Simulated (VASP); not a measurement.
# Ta2NbN3 in VASP: notebook

Runs on Ta2NbN3. Level: PBE. Tasks: single point, relaxation of cell and atoms.

Everything below comes from runs of VASP 6.6.1. Logs are shortened: lines on timing, memory, paths and dates and some standing lists are left out, and cuts for length are marked.

## 1. The cell of the first run

The typed cell holds 12 atoms: a = 2.916 Å, b = 5.232 Å, c = 9.060 Å, α = 90.02°, β = 89.99°, γ = 90.01°.

## 2. Single point, PBE

INCAR

```
SYSTEM = Ta2NbN3
PREC = Accurate
ENCUT = 520
EDIFF = 1E-7
ISMEAR = 0
SIGMA = 0.2
LREAL = .FALSE.
LASPH = .TRUE.
NELM = 60
ALGO = Normal
ISIF = 2
LWAVE = .FALSE.
LCHARG = .FALSE.
GGA = PE
NBANDS = 62
```

KPOINTS

```
Automatic mesh
0
G
  8 4 4
  0 0 0
```

POSCAR

```
Ta2NbN3
1.0
   -0.0003340353      0.0001899550     -2.9162408499
    2.6168698634     -4.5310525989      0.0005253933
   -7.8467258752     -4.5288161913     -0.0005367248
Ta Nb N
4 2 6
Direct
    0.4999888280      0.5000752462      0.8332283452
    0.5000105340      1.0001587096      0.3331764327
    0.5000105031      0.0000828962      0.6667585048
    0.4999939115      0.5000712126      0.1668343167
    0.9998556525     -0.0002629141      0.9999692959
    0.0001267341      0.4997660596      0.5000088072
    0.0000161865      0.1971764053      0.8029375463
   -0.0000467633      0.6972127459      0.3030178701
    1.0000175881      0.1056856828      0.4999820036
    1.0000336971      0.6056614432      1.0000322985
    0.9999564761      0.6971951448      0.6970578505
    1.0000366523      0.1971773679      0.1969967285
```

Potentials or basis: VASP PAW PBE potentials, release 64 (Ta_pv, Nb_sv, N).

Started as:

```
> cat potpaw_PBE.64/Ta_pv/POTCAR potpaw_PBE.64/Nb_sv/POTCAR potpaw_PBE.64/N/POTCAR > POTCAR
> mpirun -np 1 vasp_std > vasp.out
```

OUTCAR:

```text
SYSTEM = Ta2NbN3
   PREC = Accurate
   ENCUT = 520
   EDIFF = 1E-7
   ISMEAR = 0
   LREAL = .FALSE.
   LASPH = .TRUE.
   NELM = 60
   ISIF = 2
   GGA = PE

 ion  position               nearest neighbor table
   1  0.500  0.500  0.833-  11 2.17   7 2.17  11 2.17  10 2.17   7 2.17  10 2.17   3 3.02   3 3.02
                             4 3.02
   2  0.500  0.000  0.333-  12 2.17  12 2.17   8 2.17   8 2.17   9 2.17   9 2.17   4 3.02   4 3.02
                             3 3.02
   3  0.500  0.000  0.667-   7 2.17   7 2.17  11 2.17  11 2.17   9 2.17   9 2.17   1 3.02   1 3.02
                             2 3.02
   4  0.500  0.500  0.167-   8 2.17  12 2.17   8 2.17  12 2.17  10 2.17  10 2.17   2 3.02   2 3.02
                             1 3.02
   5  1.000  1.000  1.000-  10 2.06  12 2.06   7 2.06
   6  0.000  0.500  0.500-   9 2.06  11 2.06   8 2.06
   7  0.000  0.197  0.803-   5 2.06   3 2.17   3 2.17   1 2.17   1 2.17
   8  1.000  0.697  0.303-   6 2.06   4 2.17   4 2.17   2 2.17   2 2.17
   9  0.000  0.106  0.500-   6 2.06   2 2.17   3 2.17   2 2.17   3 2.17
  10  0.000  0.606  0.000-   5 2.06   1 2.17   4 2.17   1 2.17   4 2.17
  11  1.000  0.697  0.697-   6 2.06   1 2.17   3 2.17   1 2.17   3 2.17
  12  0.000  0.197  0.197-   5 2.06   2 2.17   4 2.17   2 2.17   4 2.17

  LATTYP: Found a triclinic cell.
 ALAT       =     5.2324416683
 B/A-ratio  =     1.7314807737
 C/A-ratio  =     0.5573384397
 COS(alpha) =     0.0001258870
 COS(beta)  =     0.0002141021
 COS(gamma) =     0.0002859678

  Lattice vectors:

 A1 = (   2.6168698634,  -4.5310525989,   0.0005253933)
 A2 = (   7.8467258752,   4.5288161913,   0.0005367248)
 A3 = (   0.0003340353,  -0.0001899550,   2.9162408499)

Analysis of symmetry for initial positions (statically):
=====================================================================
 Subroutine PRICEL returns:
 Original cell was already a primitive cell.

 Routine SETGRP: Setting up the symmetry group for a
 triclinic supercell.

 Subroutine GETGRP returns: Found  1 space group operations
 (whereof  1 operations were pure point group operations)
 out of a pool of  2 trial point group operations.

The static configuration has the point symmetry C_1 .

Analysis of symmetry for dynamics (positions and initial velocities):
=====================================================================
 Subroutine PRICEL returns:
 Original cell was already a primitive cell.

 Routine SETGRP: Setting up the symmetry group for a
 triclinic supercell.

 Subroutine GETGRP returns: Found  1 space group operations
 (whereof  1 operations were pure point group operations)
 out of a pool of  2 trial point group operations.

The dynamic configuration has the point symmetry C_1 .

 Subroutine INISYM returns: Found  1 space group operations
 (whereof  1 operations are pure point group operations),
 and found     1 'primitive' translations

----------------------------------------------------------------------------------------

                                     Primitive cell

  volume of cell :     138.2451

  direct lattice vectors                    reciprocal lattice vectors
    -0.000334035  0.000189955 -2.916240850     0.000034803 -0.000019661 -0.342907211
     2.616869863 -4.531052599  0.000525393     0.095534066 -0.165524407 -0.000021725
    -7.846725875 -4.528816191 -0.000536725    -0.095581241 -0.055202110  0.000007352

  length of vectors
     2.916240875  5.232441668  9.059872148     0.342907213  0.191115377  0.110376839

  position of ions in fractional coordinates (direct lattice)
     0.499988828  0.500075246  0.833228345
     0.500010534  0.000158710  0.333176433
     0.500010503  0.000082896  0.666758505
     0.499993911  0.500071213  0.166834317
     0.999855653  0.999737086  0.999969296
     0.000126734  0.499766060  0.500008807
     0.000016186  0.197176405  0.802937546
     0.999953237  0.697212746  0.303017870
     0.000017588  0.105685683  0.499982004
     0.000033697  0.605661443  0.000032299
     0.999956476  0.697195145  0.697057851
     0.000036652  0.197177368  0.196996728

  ion indices of the primitive-cell ions
   primitive index   ion index
                 1           1
                 2           2
                 3           3
                 4           4
                 5           5
                 6           6
                 7           7
                 8           8
                 9           9
                10          10
                11          11
                12          12

----------------------------------------------------------------------------------------

 KPOINTS: Automatic mesh

Automatic generation of k-mesh.
 Grid dimensions read from file:
 generate k-points for:    8    4    4

 Generating k-lattice:

  Cartesian coordinates                     Fractional coordinates (reciprocal lattice)
     0.000004350 -0.000002458 -0.042863401     0.125000000  0.000000000  0.000000000
[... 44 lines left out ...]
   EDIFF  = 0.1E-06   stopping-criterion for ELM
   LREAL  =      F    real-space projection
   EDIFFG = 0.1E-05   stopping-criterion for IOM
   NSW    =      0    number of steps for IOM
   IBRION =     -1    ionic relax: 0-MD 1-quasi-New 2-CG
   NFREE  =      0    steps in history (QN), initial steepest desc. (CG)
   ISIF   =      2    stress and relaxation
   ISYM   =      2    0-nonsym 1-usesym 2-fastsym
   POTIM  = 0.5000    time-step for ionic-motion
   TEBEG  =    0.0;   TEEND  =   0.0 temperature during run
   PSTRESS=    0.0 pullay stress
   NELECT =     100.0000    total number of electrons
   NUPDOWN=      -1.0000    fix difference up-down
   EMIN   =  10.00;   EMAX   =-10.00  energy-range for DOS
   EFERMI =   0.00;   METHOD = LEGACY
   ISMEAR =     0;   SIGMA  =   0.20  broadening in eV -4-tet -1-fermi 0-gaus
   EFERMI_NEDOS =   21; number of points for ismear=-14 and -15
   IALGO  =     38    algorithm
   IMIX   =      4    mixing-type and parameters
     AMIX     =   0.40;   BMIX     =  1.00
     AMIX_MAG =   1.60;   BMIX_MAG =  1.00
  volume/ion in A,a.u.               =      11.52        77.74
  Fermi-wavevector in a.u.,A,eV,Ry     =   1.469574  2.777093 29.383804  2.159649
  Thomas-Fermi vector in A             =   2.584935
   LORBIT       =      0    0 simple, 1 ext, 2 COOP (PROOUT), +10 PAW based schemes
   GGA     = PE    functional components
   LHFCALC =     F    Hartree Fock is set to
   AEXX    =    0.0000 exact exchange contribution
   IVDW    =     0    specifies the selected vdW correction
   LEPSILON=     F    determine dielectric tensor
   LRPA    =     F    only Hartree local field effects (RPA)
 non-spin polarized calculation
 Gauss-broadening in eV      SIGMA  =   0.20
  energy-cutoff  :      520.00
  volume of cell :      138.25
 maximum number of plane-waves:      3769
 NGX is ok and might be reduce to    24

 number of electron      99.9999998 magnetization

 number of electron     100.0000000 magnetization

 Free energy of the ion-electron system (eV)
  ---------------------------------------------------
  ext. energy  EPLUGINS =         0.00000000
  ---------------------------------------------------
  free energy    TOTEN  =      -131.87414150 eV

  energy without entropy =     -131.82120375  energy(sigma->0) =     -131.84767262

 E-fermi :   9.6882     XC(G=0): -12.8916

 val. band max:        9.6870373864   @ k =   0.5000  -0.0000   0.5000
 cond. band min:       9.6883912326   @ k =   0.5000  -0.0000   0.5000
 fundamental gap:      0.0013538462
 Fermi energy:         9.6881848281

 k-point     1 :       0.0000    0.0000    0.0000
  band No.  band energies     occupation
      1     -46.2792      2.00000
      2     -46.2791      2.00000
      3     -26.6448      2.00000
      4     -26.6087      2.00000
      5     -26.6077      2.00000
      6     -26.5089      2.00000
[... 54 lines left out ...]
     61      11.5589      0.00000
     62      12.0810      0.00000

 k-point     2 :       0.1250    0.0000    0.0000
  band No.  band energies     occupation
      1     -46.2675      2.00000
      2     -46.2674      2.00000
      3     -26.6235      2.00000
      4     -26.5887      2.00000
      5     -26.5878      2.00000
      6     -26.4913      2.00000
[... 1429 lines left out ...]
      6     -26.6471      2.00000
[... 54 lines left out ...]
     61      12.7610      0.00000
     62      12.8354      0.00000

 [... further k-points ...]
[... 5 lines left out ...]
  --------------------------------------------------------------------------------------
  -------------------------------------------------------------------------------------
  Total        0.1781006      0.1842874      0.4442017      0.0706152      0.0181367     -0.0329229
  in kB        2.0640785      2.1357790      5.1480283      0.8183880      0.2101930     -0.3815563
  external PRESSURE =       3.1159619 kB  Pullay stress =       0.0000000 kB

 VOLUME and BASIS-vectors are now :
 -----------------------------------------------------------------------------
  energy-cutoff  :      520.00
  volume of cell :      138.25
      direct lattice vectors                 reciprocal lattice vectors
    -0.000334035  0.000189955 -2.916240850     0.000034803 -0.000019661 -0.342907211
     2.616869863 -4.531052599  0.000525393     0.095534066 -0.165524407 -0.000021725
    -7.846725875 -4.528816191 -0.000536725    -0.095581241 -0.055202110  0.000007352

 POSITION                                       TOTAL-FORCE (eV/Angst)
 -----------------------------------------------------------------------------------
     -5.22965     -6.03931     -1.45827         0.023169      0.007681     -0.000682
     -2.61410     -1.50952     -1.45833         0.014304      0.012643      0.000380
     -5.23182     -3.01991     -1.45851        -0.020059     -0.012944      0.000691
     -0.00065     -3.02132     -1.45793        -0.011031     -0.012824     -0.000711
     -5.23064     -9.05835     -2.91583        -0.002622      0.008414     -0.005848
     -2.61561     -4.52891     -0.00038        -0.004690      0.007161      0.005239
     -5.78445     -4.52977     -0.00037        -0.042435     -0.007038      0.002882
     -0.55352     -4.53123     -2.91590        -0.036752     -0.002279     -0.002580
     -3.64666     -2.74319     -0.00026         0.017458     -0.032178     -0.001389
      1.58468     -2.74443      0.00022         0.017587     -0.030059      0.002170
     -3.64549     -6.31568     -2.91612         0.023740      0.032671     -0.003091
     -1.02979     -1.78558     -0.00011         0.021331      0.028752      0.002939
 -----------------------------------------------------------------------------------
    total drift:                               -0.000471      0.000819     -0.000003

  FREE ENERGIE OF THE ION-ELECTRON SYSTEM (eV)
  ---------------------------------------------------
  free  energy   TOTEN  =      -131.8741415026 eV

  energy  without entropy=     -131.8212037469  energy(sigma->0) =     -131.84767262
```

Wall time 6.6 min (1 thread of Intel Xeon 6975P-C (Granite Rapids), shared host); peak memory 0.56 GiB.

Results:

- Free energy: -131.8741 eV
- Pressure: 0.3 GPa
- Largest force: 0.043 eV/Å
- Band gap on the k mesh: zero (band 50 reaches 10.32 eV, above the bottom of band 51 at 8.64 eV)

Forces in eV/Å, atoms in the order of the input:
```
Ta   0.023  0.008 -0.001
Ta   0.014  0.013  0.000
Ta  -0.020 -0.013  0.001
Ta  -0.011 -0.013 -0.001
Nb  -0.003  0.008 -0.006
Nb  -0.005  0.007  0.005
N   -0.042 -0.007  0.003
N   -0.037 -0.002 -0.003
N    0.017 -0.032 -0.001
N    0.018 -0.030  0.002
N    0.024  0.033 -0.003
N    0.021  0.029  0.003
```

Caveat: spin-orbit coupling is left out, which moves the levels of the heavy elements.

## 3. Single point, PBE

This run uses another cell than the first one: it holds 6 atoms, not 12.

INCAR

```
ALGO = Normal
EDIFF = 1E-6
ENCUT = 520
GGA = PE
ISIF = 2
ISMEAR = 0
LASPH = T
LCHARG = F
LREAL = F
LWAVE = F
NBANDS = 34
NELM = 80
PREC = Accurate
SIGMA = 0.15
```

KPOINTS

```
k-points
0
Gamma
  3 3 4
```

POSCAR

```
Ta2NbN3
1.0
    5.2182047663      0.0000000000      0.0000000000
   -2.6091023832      4.5190978898      0.0000000000
    0.0000000000      0.0000000000      2.9304318510
Ta Nb N
2 1 3
Direct
    0.3333333333      0.6666666667      0.5000000000
    0.6666666667      0.3333333333      0.5000000000
    0.0000000000      0.0000000000      0.0000000000
    0.3952691099      0.0000000000      0.0000000000
    0.0000000000      0.3952691099      0.0000000000
    0.6047308901      0.6047308901      0.0000000000
```

Potentials or basis: VASP PAW PBE potentials, release 64 (Ta_pv, Nb_sv, N).

Started as:

```
> cat potpaw_PBE.64/Ta_pv/POTCAR potpaw_PBE.64/Nb_sv/POTCAR potpaw_PBE.64/N/POTCAR > POTCAR
> mpirun -np 1 vasp_std > vasp.out
```

Wall time 15 s (1 thread of AMD EPYC 9R45 (Zen 5), shared host); peak memory 0.16 GiB.

Results (log left out):

```yaml
Free_energy: -65.8371 eV
Pressure: 0.5 GPa
Largest_force: 0.055 eV/Å
Band_gap_on_the_k_mesh: zero (band 25 reaches 11.26 eV, above the bottom of band 26 at 8.65 eV)
```

Forces in eV/Å, atoms in the order of the input:
```
Ta   0.000  0.000  0.000
Ta   0.000  0.000  0.000
Nb   0.000  0.000  0.000
N   -0.055  0.000  0.000
N    0.027 -0.047  0.000
N    0.027  0.047  0.000
```

Stress tensor (GPa, compression positive):
```
0.32 0.00 0.00
0.00 0.32 0.00
0.00 0.00 0.75
```

Levels at points of the mesh, in eV from the Fermi level:
```
           k point  band 23  band 24  band 25  band 26  band 27  band 28
(0.00, 0.00, 0.00)    -3.08    -1.34    -0.80    -0.80     0.56     0.56
(0.00, 0.00, 0.50)    -2.70    -2.70     1.81     1.81     1.99     1.99
```

Caveat: the k points lie up to 0.54 Å⁻¹ apart; spin-orbit coupling is left out, which moves the levels of the heavy elements.

## 4. Relaxation of cell and atoms, PBE

This run uses another cell than the first one: it holds 6 atoms, not 12.

INCAR

```
PREC     = Accurate       # precision mode
ENCUT    = 600            # plane-wave cutoff, eV
EDIFF    = 1E-6           # SCF threshold, eV
ISMEAR   = 0              # smearing method
SIGMA    = 0.15           # smearing width, eV
LREAL    = F              # projectors in reciprocal space
LASPH    = T              # aspherical terms in the spheres
NELM     = 60             # most SCF steps
ALGO     = Normal         # electronic algorithm
ISIF     = 3              # what is computed and relaxed
LWAVE    = F              # write WAVECAR
LCHARG   = F              # write CHGCAR
GGA      = PE             # functional
IBRION   = 2              # ionic algorithm
NSW      = 36             # ionic steps
EDIFFG   = -0.08          # ionic threshold
```

KPOINTS

```
regular mesh
0
Gamma
  3 3 4
```

POSCAR

```
Ta2NbN3
1.0
    5.2200000000      0.0000000000      0.0000000000
   -2.6100000000      4.5206526100      0.0000000000
    0.0000000000      0.0000000000      2.9300000000
Ta Nb N
2 1 3
Direct
    0.3333333300      0.6666666700      0.5000000000
    0.6666666700      0.3333333300      0.5000000000
    0.0000000000      0.0000000000      0.0000000000
    0.3920000000      0.0000000000      0.0000000000
    0.0000000000      0.3920000000      0.0000000000
    0.6080000000      0.6080000000      0.0000000000
```

Started as:

```
> cat potpaw_PBE.64/Ta_pv/POTCAR potpaw_PBE.64/Nb_sv/POTCAR potpaw_PBE.64/N/POTCAR > POTCAR
> mpirun -np 1 vasp_std > vasp.out
```

It took 39 s on 1 thread of AMD EPYC 9R45 (Zen 5), shared host; peak memory 0.19 GiB.

Results (log left out):

- Free energy: -65.8417 eV
- Relaxed volume: 11.58 Å³/atom
- Relaxed cell: a = 5.228 Å, b = 5.228 Å, c = 2.935 Å, α = 90.00°, β = 90.00°, γ = 120.00°
- Space group after relaxing (to 0.05 Å): P-62m (No. 189)
- Energy gained by relaxing: 0.6 meV/atom
- Ionic steps: 3
- Pressure after relaxing: -1.0 GPa
- Largest force after relaxing: 0.075 eV/Å
- Band gap on the k mesh: zero (band 25 reaches 11.18 eV, above the bottom of band 26 at 8.60 eV)

Forces on the atoms (eV/Å):
```
Ta   0.000  0.000  0.000
Ta   0.000  0.000  0.000
Nb   0.000  0.000  0.000
N    0.075  0.000  0.000
N   -0.037  0.065  0.000
N   -0.037 -0.065  0.000
```

Stress tensor (GPa, compression positive):
```
-1.04  0.00  0.00
 0.00 -1.04  0.00
 0.00  0.00 -0.83
```

The path:
| step | energy change (eV) | largest force (eV/Å) | pressure (GPa) | volume (Å³) |
| --- | --- | --- | --- | --- |
| 1 | 0.0000 | 0.2395 | 0.59 | 69.14 |
| 2 | -0.0031 | 0.0176 | -1.52 | 69.57 |
| 3 | -0.0036 | 0.0749 | -0.97 | 69.45 |

Final structure:
```
CELL_PARAMETERS angstrom
5.22776 0.00000 0.00000
-2.61388 4.52737 0.00000
0.00000 0.00000 2.93451
ATOMIC_POSITIONS crystal
Ta 0.33333 0.66667 0.50000
Ta 0.66667 0.33333 0.50000
Nb 0.00000 0.00000 0.00000
N 0.39363 0.00000 0.00000
N 0.00000 0.39363 0.00000
N 0.60637 0.60637 0.00000
```

Levels at points of the mesh, in eV from the Fermi level:
| k point | band 23 | band 24 | band 25 | band 26 | band 27 | band 28 |
| --- | --- | --- | --- | --- | --- | --- |
| (0.00, 0.00, 0.00) | -3.08 | -1.34 | -0.79 | -0.79 | 0.56 | 0.56 |
| (0.00, 0.00, 0.50) | -2.66 | -2.66 | 1.79 | 1.79 | 2.01 | 2.01 |

Caveat: the k points lie up to 0.54 Å⁻¹ apart in the final cell; spin-orbit coupling is left out, which moves the levels of the heavy elements; the relaxation stopped at a loose force limit of 0.08 eV/Å, so its end isn't a converged minimum.

## 5. Single point, PBE

This run uses another cell than the first one: it holds 6 atoms, not 12.

INCAR

```
SYSTEM = Ta2NbN3
PREC = Accurate ; ENCUT = 520
EDIFF = 1E-7 ; ISMEAR = 0
SIGMA = 0.1 ; LREAL = .FALSE.
LASPH = .TRUE. ; NELM = 60
ALGO = Normal ; ISIF = 2
LWAVE = .FALSE. ; LCHARG = .FALSE.
GGA = PE ; NBANDS = 34
```

KPOINTS

```
Automatic mesh
0
G
  6 6 12
  0 0 0
```

POSCAR

```
Ta2NbN3
1.0
    5.2319718788      0.0000000000      0.0000000000
   -2.6159859394      4.5310205590      0.0000000000
    0.0000000000      0.0000000000      2.9147032172
Ta Nb N
2 1 3
Direct
    0.3333333333      0.6666666667      0.5000000000
    0.6666666667      0.3333333333      0.5000000000
    0.0000000000      0.0000000000      0.0000000000
    0.3944119945      0.0000000000      0.0000000000
    0.0000000000      0.3944119945      0.0000000000
    0.6055880055      0.6055880055      0.0000000000
```

Started as:

```
> cat potpaw_PBE.64/Ta_pv/POTCAR potpaw_PBE.64/Nb_sv/POTCAR potpaw_PBE.64/N/POTCAR > POTCAR
> mpirun -np 1 vasp_std > vasp.out
```

Wall time 70 s (1 thread of AMD EPYC 9R45 (Zen 5), shared host); peak memory 0.23 GiB.

Results (log left out):

| Quantity | Value |
| --- | --- |
| Free energy | -65.9379 eV |
| Pressure | 0.3 GPa |
| Largest force | 0.055 eV/Å |
| Band gap on the k mesh | zero (band 25 reaches 11.24 eV, above the bottom of band 26 at 8.35 eV) |

Forces in eV/Å, atoms in the order of the input:
```
Ta   0.000  0.000  0.000
Ta   0.000  0.000  0.000
Nb   0.000  0.000  0.000
N   -0.055  0.000  0.000
N    0.027 -0.047  0.000
N    0.027  0.047  0.000
```

Stress tensor (GPa, compression positive):
```
0.23 0.00 0.00
0.00 0.23 0.00
0.00 0.00 0.59
```

Levels at points of the mesh, in eV from the Fermi level:
```tsv
k point	band 22	band 23	band 24	band 25	band 26	band 27	band 28	band 29
(0.00, 0.00, 0.00)	-4.19	-3.28	-1.62	-1.04	-1.04	0.42	0.42	1.71
(0.50, 0.00, 0.00)	-3.89	-3.58	-2.75	-2.63	1.13	1.70	1.71	1.86
(0.00, 0.00, 0.50)	-4.00	-2.91	-2.91	1.56	1.56	1.76	1.76	2.06
(0.50, 0.00, 0.50)	-3.98	-3.25	-1.83	-1.16	0.44	1.02	2.88	2.99
```

Caveat: spin-orbit coupling is left out, which moves the levels of the heavy elements.

## 6. Summary

```tsv
task	cell	k mesh	cutoff (eV)	smearing	gap on the mesh (eV)	pressure (GPa)	largest force (eV/Å)
single point	a = 2.916, b = 5.232, c = 9.060 Å, 12 atoms	8 × 4 × 4	520	gaussian 0.2 eV	none	0.3	0.04
single point	a = 5.218, b = 5.218, c = 2.930 Å, angles 90.0, 90.0, 120.0°, 6 atoms	3 × 3 × 4	520	gaussian 0.15 eV	none	0.5	0.05
relaxation of cell and atoms	relaxed from a = 5.220, b = 5.220, c = 2.930 Å, angles 90.0, 90.0, 120.0°, 6 atoms	3 × 3 × 4	600	gaussian 0.15 eV	none	-1.0	0.07
single point	a = 5.232, b = 5.232, c = 2.915 Å, angles 90.0, 90.0, 120.0°, 6 atoms	6 × 6 × 12	520	gaussian 0.1 eV	none	0.3	0.05
```

Alike in all rows: level PBE; potentials or basis VASP PAW PBE potentials, release 64 (Ta_pv, Nb_sv, N); no spin polarisation.

Caveats: some runs use coarse meshes; spin-orbit coupling is left out, which moves the levels of the heavy elements; the relaxation stopped at a loose force limit of 0.08 eV/Å, so its end isn't a converged minimum (some runs).

Absolute energies hang on the potentials; compare differences alone.
